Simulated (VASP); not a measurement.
**Ge: single point with PBEsol**

Ge:

```xyz
1
Lattice="-1.6084 1.6084 1.8732 1.6084 -1.6084 1.8732 1.6084 1.6084 -1.8732" Properties=species:S:1:pos:R:3 pbc="T T T"
Ge    0.0000    0.0000    1.8732
```

| Item | Value |
| --- | --- |
| Program | VASP 6.6.1 |
| Task | single point |
| Functional | PBEsol |
| Potentials or basis | VASP PAW PBE potentials, release 64 (Ge_d) |
| Cutoff | 520 eV |
| k mesh | 12 × 12 × 12 |
| Occupations | fermi-dirac, width 0.05 eV |
| Spin | no spin polarisation |

* Pressure: -2.8 GPa
* Band gap on the k mesh: zero (bands 7 and 8 overlap by 11.31 eV)

Stress tensor (GPa, compression positive):
```
-3.05  0.00  0.00
 0.00 -3.05  0.00
 0.00  0.00 -2.38
```

Levels at points of the mesh, in eV from the Fermi level:
| k point | band 4 | band 5 | band 6 | band 7 | band 8 | band 9 | band 10 | band 11 |
| --- | --- | --- | --- | --- | --- | --- | --- | --- |
| (0.00, 0.00, 0.00) | -24.67 | -24.64 | -13.03 | 8.51 | 8.81 | 8.81 | 13.85 | 13.85 |
| (0.50, 0.00, 0.00) | -24.64 | -24.61 | -7.80 | -5.40 | 5.04 | 7.26 | 10.25 | 10.67 |
| (0.50, 0.50, 0.00) | -24.63 | -24.59 | -6.74 | -4.86 | 3.09 | 4.57 | 7.66 | 7.85 |
| (0.50, 0.50, 0.50) | -24.60 | -24.60 | -3.61 | -2.48 | 0.69 | 0.69 | 4.41 | 5.21 |

It took 49 s on 1 thread of Intel Xeon 8259CL, on a shared host, peak memory 0.16 GiB.

Caveat: the PAW data sets were made with another functional, which shifts forces and pressure a little.
